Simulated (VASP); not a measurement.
Here is a VASP 6.6.1 calculation.

The input INCAR:

```
ALGO = Normal ; DIPOL = 0.5 0.5 0.500
EDIFF = 1E-6 ; ENCUT = 520
GGA = PS ; IDIPOL = 3
ISIF = 2 ; ISMEAR = 0
LASPH = True ; LCHARG = False
LDIPOL = True ; LREAL = False
LWAVE = False ; NBANDS = 48
NELM = 60 ; PREC = Accurate
SIGMA = 0.1
```

KPOINTS

```
k-points
0
Gamma
  12 12 1
```

POSCAR

```
Ag
1.0
    2.8669017010      0.0000000000      0.0000000000
    0.0000000000      2.8669017010      0.0000000000
    0.0000000000      0.0000000000     27.1632338025
Ag
7
Direct
    0.5000000000      0.5000000000      0.2777829335
    0.0000000000      0.0000000000      0.3510138840
    0.5000000000      0.5000000000      0.4256384340
    0.0000000000      0.0000000000      0.4999999998
    0.5000000000      0.5000000000      0.5743615654
    0.0000000000      0.0000000000      0.6489861159
    0.5000000000      0.5000000000      0.7222170673
```

Potentials or basis: VASP PAW PBE potentials, release 64 (Ag).

Command:

```bash
$ cat potpaw_PBE.64/Ag/POTCAR > POTCAR
$ mpirun -np 1 vasp_std > vasp.out
```

Q: Predict the largest force.

A: 0.008 eV/Å.

Forces on the atoms (eV/Å):
```
Ag   0.000  0.000  0.008
Ag   0.000  0.000  0.002
Ag   0.000  0.000 -0.001
Ag   0.000  0.000  0.000
Ag   0.000  0.000  0.001
Ag   0.000  0.000 -0.002
Ag   0.000  0.000 -0.008
```

Caveat: the PAW data sets were made with another functional, which shifts forces and pressure a little.
